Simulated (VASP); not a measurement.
# SrTiO3 (Pm-3m) in VASP: single point with PBE

Aim: the single point of SrTiO3 with PBE.

Everything below comes from runs of VASP 6.6.1. Logs are shortened: lines on timing, memory, paths and dates and some standing lists are left out, and cuts for length are marked.

### Step 1. The cell of the first run

It takes space group Pm-3m (No. 221, cubic). Conventional cell: a = 3.936 Å, b = 3.936 Å, c = 3.936 Å, α = 90.00°, β = 90.00°, γ = 90.00°. Within 3.7 Å of Sr (site symmetry m-3m) lie 12 O at 2.78 Å and 8 Ti at 3.41 Å. Within 2.6 Å of Ti (site symmetry m-3m) lie 6 O at 1.97 Å. O (site symmetry 4/mmm) has 2 Ti at 1.97 Å within 2.6 Å.

### Step 2. Single point, PBE

INCAR reads:

```
ALGO = Normal
EDIFF = 1E-6
ENCUT = 520
GGA = PE
ISIF = 2
ISMEAR = 0
LASPH = T
LCHARG = F
LREAL = F
LWAVE = F
NBANDS = 28
NELM = 100
PREC = Accurate
SIGMA = 0.02
```

KPOINTS reads:

```
k-points
0
Gamma
  6 6 6
```

POSCAR reads:

```
SrTiO3
1.0
    3.9364351350      0.0000000000      0.0000000000
    0.0000000000      3.9364351350      0.0000000000
    0.0000000000      0.0000000000      3.9364351350
Sr Ti O
1 1 3
Direct
    0.0000000000      0.0000000000      0.0000000000
    0.5000000000      0.5000000000      0.5000000000
    0.5000000000      0.0000000000      0.5000000000
    0.5000000000      0.5000000000      0.0000000000
    0.0000000000      0.5000000000      0.5000000000
```

Potentials or basis: VASP PAW PBE potentials, release 64 (Sr_sv, Ti_sv, O).

On the command line:

```
$ cat potpaw_PBE.64/Sr_sv/POTCAR potpaw_PBE.64/Ti_sv/POTCAR potpaw_PBE.64/O/POTCAR > POTCAR
$ mpirun -np 1 vasp_std > vasp.out
```

OUTCAR:

```text
EDIFF = 1E-6
   ENCUT = 520
   GGA = PE
   ISIF = 2
   ISMEAR = 0
   LASPH = T
   LREAL = F
   NELM = 100
   PREC = Accurate

 ion  position               nearest neighbor table
   1  0.000  0.000  0.000-   3 2.78   4 2.78   5 2.78   3 2.78   5 2.78   4 2.78   5 2.78   5 2.78
                             3 2.78   4 2.78   3 2.78   4 2.78   2 3.41   2 3.41   2 3.41   2 3.41
   2  0.500  0.500  0.500-   3 1.97   4 1.97   5 1.97   4 1.97   3 1.97   5 1.97   1 3.41   1 3.41
                             1 3.41   1 3.41   1 3.41   1 3.41   1 3.41   1 3.41
   3  0.500  0.000  0.500-   2 1.97   2 1.97   1 2.78   1 2.78   1 2.78   1 2.78
   4  0.500  0.500  0.000-   2 1.97   2 1.97   1 2.78   1 2.78   1 2.78   1 2.78
   5  0.000  0.500  0.500-   2 1.97   2 1.97   1 2.78   1 2.78   1 2.78   1 2.78

  LATTYP: Found a simple cubic cell.
 ALAT       =     3.9364351350

  Lattice vectors:

 A1 = (   3.9364351350,   0.0000000000,   0.0000000000)
 A2 = (   0.0000000000,   3.9364351350,   0.0000000000)
 A3 = (   0.0000000000,   0.0000000000,   3.9364351350)

Analysis of symmetry for initial positions (statically):
=====================================================================
 Subroutine PRICEL returns:
 Original cell was already a primitive cell.

 Routine SETGRP: Setting up the symmetry group for a
 simple cubic supercell.

 Subroutine GETGRP returns: Found 48 space group operations
 (whereof 48 operations were pure point group operations)
 out of a pool of 48 trial point group operations.

The static configuration has the point symmetry O_h .

Analysis of symmetry for dynamics (positions and initial velocities):
=====================================================================
 Subroutine PRICEL returns:
 Original cell was already a primitive cell.

 Routine SETGRP: Setting up the symmetry group for a
 simple cubic supercell.

 Subroutine GETGRP returns: Found 48 space group operations
 (whereof 48 operations were pure point group operations)
 out of a pool of 48 trial point group operations.

The dynamic configuration has the point symmetry O_h .

 Subroutine INISYM returns: Found 48 space group operations
 (whereof 48 operations are pure point group operations),
 and found     1 'primitive' translations

----------------------------------------------------------------------------------------

                                     Primitive cell

  volume of cell :      60.9971

  direct lattice vectors                    reciprocal lattice vectors
     3.936435135  0.000000000  0.000000000     0.254036956  0.000000000  0.000000000
     0.000000000  3.936435135  0.000000000     0.000000000  0.254036956  0.000000000
     0.000000000  0.000000000  3.936435135     0.000000000  0.000000000  0.254036956

  length of vectors
     3.936435135  3.936435135  3.936435135     0.254036956  0.254036956  0.254036956

  position of ions in fractional coordinates (direct lattice)
     0.000000000  0.000000000  0.000000000
     0.500000000  0.500000000  0.500000000
     0.500000000  0.000000000  0.500000000
     0.500000000  0.500000000  0.000000000
     0.000000000  0.500000000  0.500000000

  ion indices of the primitive-cell ions
   primitive index   ion index
                 1           1
                 2           2
                 3           3
                 4           4
                 5           5

----------------------------------------------------------------------------------------

 KPOINTS: k-points

Automatic generation of k-mesh.
 Grid dimensions read from file:
 generate k-points for:    6    6    6

 Generating k-lattice:

  Cartesian coordinates                     Fractional coordinates (reciprocal lattice)
     0.042339493  0.000000000  0.000000000     0.166666667  0.000000000  0.000000000
     0.000000000  0.042339493  0.000000000     0.000000000  0.166666667  0.000000000
     0.000000000  0.000000000  0.042339493     0.000000000  0.000000000  0.166666667

  Length of vectors
     0.042339493  0.042339493  0.042339493

  Shift w.r.t. Gamma in fractional coordinates (k-lattice)
     0.000000000  0.000000000  0.000000000

 Subroutine IBZKPT returns following result:
 ===========================================

 Found     20 irreducible k-points:

 Following reciprocal coordinates:
            Coordinates               Weight
  0.000000  0.000000  0.000000      1.000000
  0.166667  0.000000  0.000000      6.000000
  0.333333  0.000000  0.000000      6.000000
  0.500000  0.000000  0.000000      3.000000
  0.166667  0.166667  0.000000     12.000000
  0.333333  0.166667  0.000000     24.000000
[... 12 lines left out ...]
  0.500000  0.500000  0.333333      6.000000
  0.500000  0.500000  0.500000      1.000000
   k-points           NKPTS =     20   k-points in BZ     NKDIM =     20   number of bands    NBANDS=     28
   number of dos      NEDOS =    301   number of ions     NIONS =      5
   total plane-waves  NPLWV =  27000
   dimension x,y,z NGX =    30 NGY =   30 NGZ =   30
   dimension x,y,z NGXF=    60 NGYF=   60 NGZF=   60
   ions per type =               1   1   3
   NGX,Y,Z   is equivalent  to a cutoff of  12.67, 12.67, 12.67 a.u.
   NGXF,Y,Z  is equivalent  to a cutoff of  25.34, 25.34, 25.34 a.u.
 SYSTEM =  unknown system
   PREC   = accura    normal or accurate (medium, high low for compatibility)
   ISTART =      0    job   : 0-new  1-cont  2-samecut
   ICHARG =      2    charge: 1-file 2-atom 10-const
   ISPIN  =      1    spin polarized calculation?
   LNONCOLLINEAR =      F non collinear calculations
   LSORBIT =      F    spin-orbit coupling
   LASPH  =      T    aspherical Exc in radial PAW
   ENCUT  =  520.0 eV  38.22 Ry    6.18 a.u.   7.32  7.32  7.32*2*pi/ulx,y,z
   NELM   =    100;   NELMIN=  2; NELMDL= -5     # of ELM steps
   EDIFF  = 0.1E-05   stopping-criterion for ELM
   LREAL  =      F    real-space projection
   EDIFFG = 0.1E-04   stopping-criterion for IOM
   NSW    =      0    number of steps for IOM
   IBRION =     -1    ionic relax: 0-MD 1-quasi-New 2-CG
   NFREE  =      0    steps in history (QN), initial steepest desc. (CG)
   ISIF   =      2    stress and relaxation
   ISYM   =      2    0-nonsym 1-usesym 2-fastsym
   POTIM  = 0.5000    time-step for ionic-motion
   TEBEG  =    0.0;   TEEND  =   0.0 temperature during run
   PSTRESS=    0.0 pullay stress
   NELECT =      40.0000    total number of electrons
   NUPDOWN=      -1.0000    fix difference up-down
   EMIN   =  10.00;   EMAX   =-10.00  energy-range for DOS
   EFERMI =   0.00;   METHOD = LEGACY
   ISMEAR =     0;   SIGMA  =   0.02  broadening in eV -4-tet -1-fermi 0-gaus
   EFERMI_NEDOS =   21; number of points for ismear=-14 and -15
   IALGO  =     38    algorithm
   IMIX   =      4    mixing-type and parameters
     AMIX     =   0.40;   BMIX     =  1.00
     AMIX_MAG =   1.60;   BMIX_MAG =  1.00
  volume/ion in A,a.u.               =      12.20        82.33
  Fermi-wavevector in a.u.,A,eV,Ry     =   1.422302  2.687760 27.523798  2.022942
  Thomas-Fermi vector in A             =   2.543020
   LORBIT       =      0    0 simple, 1 ext, 2 COOP (PROOUT), +10 PAW based schemes
   GGA     = PE    functional components
   LHFCALC =     F    Hartree Fock is set to
   AEXX    =    0.0000 exact exchange contribution
   IVDW    =     0    specifies the selected vdW correction
   LEPSILON=     F    determine dielectric tensor
   LRPA    =     F    only Hartree local field effects (RPA)
 non-spin polarized calculation
 Gauss-broadening in eV      SIGMA  =   0.02
  energy-cutoff  :      520.00
  volume of cell :       61.00
 maximum number of plane-waves:      1662
 NGX is ok and might be reduce to    30
   NGX = 15   NGY = 15   NGZ = 15

 number of electron      39.9999990 magnetization

 Free energy of the ion-electron system (eV)
  ---------------------------------------------------
  ext. energy  EPLUGINS =         0.00000000
  ---------------------------------------------------
  free energy    TOTEN  =       -40.10255670 eV

  energy without entropy =      -40.10255670  energy(sigma->0) =      -40.10255670

 E-fermi :   4.1502     XC(G=0): -11.1444

 val. band max:        3.9701787699   @ k =   0.5000   0.5000   0.5000
 cond. band min:       5.7793800494   @ k =   0.0000   0.0000   0.0000
 fundamental gap:      1.8092012795
 Fermi energy:         4.1502405993

 k-point     1 :       0.0000    0.0000    0.0000
  band No.  band energies     occupation
      1     -52.5957      2.00000
      2     -28.8945      2.00000
      3     -28.8266      2.00000
      4     -28.8266      2.00000
      5     -28.8266      2.00000
      6     -13.3708      2.00000
[... 20 lines left out ...]
     27       9.3471      0.00000
     28       9.9711      0.00000

 k-point     2 :       0.1667    0.0000    0.0000
  band No.  band energies     occupation
      1     -52.5954      2.00000
      2     -28.9222      2.00000
      3     -28.8259      2.00000
      4     -28.8259      2.00000
      5     -28.8095      2.00000
      6     -13.3878      2.00000
[... 20 lines left out ...]
     27       9.8030      0.00000
     28      10.6148      0.00000

 k-point     3 :       0.3333    0.0000    0.0000
  band No.  band energies     occupation
      1     -52.5947      2.00000
      2     -28.9648      2.00000
      3     -28.8246      2.00000
      4     -28.8246      2.00000
      5     -28.7878      2.00000
      6     -13.5032      2.00000
[... 20 lines left out ...]
     27      10.7345      0.00000
     28      11.9935      0.00000

 k-point     4 :       0.5000    0.0000    0.0000
  band No.  band energies     occupation
      1     -52.5944      2.00000
      2     -28.9838      2.00000
      3     -28.8240      2.00000
      4     -28.8240      2.00000
      5     -28.7792      2.00000
      6     -13.5798      2.00000
[... 454 lines left out ...]
     27      11.6668      0.00000
     28      11.8506      0.00000

 k-point    19 :       0.5000    0.5000    0.3333
  band No.  band energies     occupation
      1     -52.5920      2.00000
      2     -28.8855      2.00000
      3     -28.8855      2.00000
      4     -28.8691      2.00000
      5     -28.8446      2.00000
      6     -12.2635      2.00000
[... 20 lines left out ...]
     27      11.5845      0.00000
     28      12.0718      0.00000

 k-point    20 :       0.5000    0.5000    0.5000
  band No.  band energies     occupation
      1     -52.5917      2.00000
      2     -28.8848      2.00000
      3     -28.8848      2.00000
      4     -28.8848      2.00000
      5     -28.8405      2.00000
      6     -12.0917      2.00000
[... 20 lines left out ...]
     27      12.0719      0.00000
     28      12.0720      0.00000

------------------------ aborting loop because EDIFF is reached ----------------------------------------

  FORCE on cell =-STRESS in cart. coord.  units (eV):
  Direction    XX          YY          ZZ          XY          YZ          ZX
  --------------------------------------------------------------------------------------
  -------------------------------------------------------------------------------------
  Total        0.2508888      0.2508888      0.2508888      0.0000000      0.0000000     -0.0000000
  in kB        6.5899567      6.5899567      6.5899567      0.0000000      0.0000000     -0.0000000
  external PRESSURE =       6.5899567 kB  Pullay stress =       0.0000000 kB

 VOLUME and BASIS-vectors are now :
 -----------------------------------------------------------------------------
  energy-cutoff  :      520.00
  volume of cell :       61.00
      direct lattice vectors                 reciprocal lattice vectors
     3.936435135  0.000000000  0.000000000     0.254036956  0.000000000  0.000000000
     0.000000000  3.936435135  0.000000000     0.000000000  0.254036956  0.000000000
     0.000000000  0.000000000  3.936435135     0.000000000  0.000000000  0.254036956

 POSITION                                       TOTAL-FORCE (eV/Angst)
 -----------------------------------------------------------------------------------
      0.00000      0.00000      0.00000         0.000000      0.000000      0.000000
      1.96822      1.96822      1.96822         0.000000      0.000000      0.000000
      1.96822      0.00000      1.96822         0.000000      0.000000      0.000000
      1.96822      1.96822      0.00000         0.000000      0.000000      0.000000
      0.00000      1.96822      1.96822         0.000000      0.000000      0.000000
 -----------------------------------------------------------------------------------
    total drift:                                0.000000      0.000000     -0.000000

  FREE ENERGIE OF THE ION-ELECTRON SYSTEM (eV)
  ---------------------------------------------------
  free  energy   TOTEN  =       -40.1025567015 eV

  energy  without entropy=      -40.1025567015  energy(sigma->0) =      -40.10255670
```

It took 28 s on 1 thread of Intel Xeon Platinum 8488C (Sapphire Rapids), shared host; peak memory 0.18 GiB.

Results:

```yaml
Free_energy: -40.1026 eV
Pressure: 0.7 GPa
Band_gap_on_the_k_mesh: 1.81 eV, indirect (least direct gap 2.18 eV)
```

A k mesh can miss the band edges. As with any semilocal functional, this PBE gap is likely too small.
